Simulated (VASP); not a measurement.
Input of a VASP 6.6.1 run:

The input INCAR:

```
SYSTEM = As
PREC     = Accurate       ! precision mode
ENCUT    = 520            ! plane-wave cutoff, eV
EDIFF    = 1E-6           ! SCF threshold, eV
ISMEAR   = 0              ! smearing method
SIGMA    = 0.1            ! smearing width, eV
LREAL    = .False.        ! projectors in reciprocal space
LASPH    = .True.         ! aspherical terms in the spheres
NELM     = 60             ! most SCF steps
ALGO     = Normal         ! electronic algorithm
ISIF     = 2              ! what is computed and relaxed
LWAVE    = .False.        ! write WAVECAR
LCHARG   = .False.        ! write CHGCAR
GGA      = PS             ! functional
NBANDS   = 18             ! bands
```

KPOINTS

```
Automatic mesh
0
Gamma
  12 12 10
  0 0 0
```

POSCAR

```
As
1.0
    4.4224585715      0.0000000000      0.0000000000
   -2.2112292857      3.8299614702      0.0000000000
    0.0000000000      0.0000000000      5.3133872924
As
4
Direct
    0.0000000000      0.0000000000      0.2500000000
    0.0000000000      0.0000000000      0.7500000000
    0.3333333333      0.6666666667      0.7500000000
    0.6666666667      0.3333333333      0.2500000000
```

Potentials or basis: VASP PAW PBE potentials, release 64 (As).

The run is started by

```bash
$ cat potpaw_PBE.64/As/POTCAR > POTCAR
$ mpirun -np 1 vasp_std > vasp.out
```

Task: Estimate the band gap on the k mesh.

Result: Zero (band 10 reaches 5.03 eV, above the bottom of band 11 at 4.09 eV).

Task: What does it give for the pressure?

Result: 0.3 GPa.

Stress tensor (GPa, compression positive):
```
0.37 0.00 0.00
0.00 0.37 0.00
0.00 0.00 0.20
```

Caveat: the PAW data sets were made with another functional, which shifts forces and pressure a little.
